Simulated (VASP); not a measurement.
Input of a VASP 6.6.1 run:

INCAR

```
SYSTEM = CoO
PREC     = Accurate       ! precision mode
ENCUT    = 520            ! plane-wave cutoff, eV
EDIFF    = 1E-8           ! SCF threshold, eV
ISMEAR   = -1             ! smearing method
SIGMA    = 0.03           ! smearing width, eV
LREAL    = .False.        ! projectors in reciprocal space
LASPH    = .True.         ! aspherical terms in the spheres
NELM     = 150            ! most SCF steps
ALGO     = Normal         ! electronic algorithm
ISIF     = 2              ! what is computed and relaxed
LWAVE    = .False.        ! write WAVECAR
LCHARG   = .False.        ! write CHGCAR
ISPIN    = 2              ! spin polarisation
MAGMOM   = 2 0            ! initial moments
LORBIT   = 11             ! projections on sites
LMAXMIX  = 4              ! l up to which the mixer works
GGA      = PE             ! functional
LEFG     = .True.       
NBANDS   = 18             ! bands
```

The input KPOINTS:

```
Automatic mesh
0
Gamma
  13 13 15
  0 0 0
```

Contents of POSCAR:

```
CoO
1.0
   -1.4899239024      1.5109964019      2.1072499549
    1.5109964019     -1.4899239024      2.1072499549
    1.5050039039      1.5050039039     -2.0921699534
Co O
1 1
Direct
    0.0000000000      0.0000000000      0.0000000000
    0.5000000000      0.5000000000      0.0000000000
```

Potentials or basis: VASP PAW PBE potentials, release 64 (Co, O).

Run with:

```bash
$ cat potpaw_PBE.64/Co/POTCAR potpaw_PBE.64/O/POTCAR > POTCAR
$ mpirun -np 1 vasp_std > vasp.out
```

(1) What does it give for the site moments?

(2) Estimate the net moment.

Answers

(1) Co +2.56; O +0.30 μB.

(2) 2.91 μB per cell.

Caveat: the cell differs from its parent crystal (equal xy, yz and zx shear strains of +1 %); without QUAD_EFG the Cq values of the log hold for a quadrupole moment of 1 mb, not for the nuclei; a cell with one magnetic atom can't hold antiferromagnetic order, which such compounds often take.
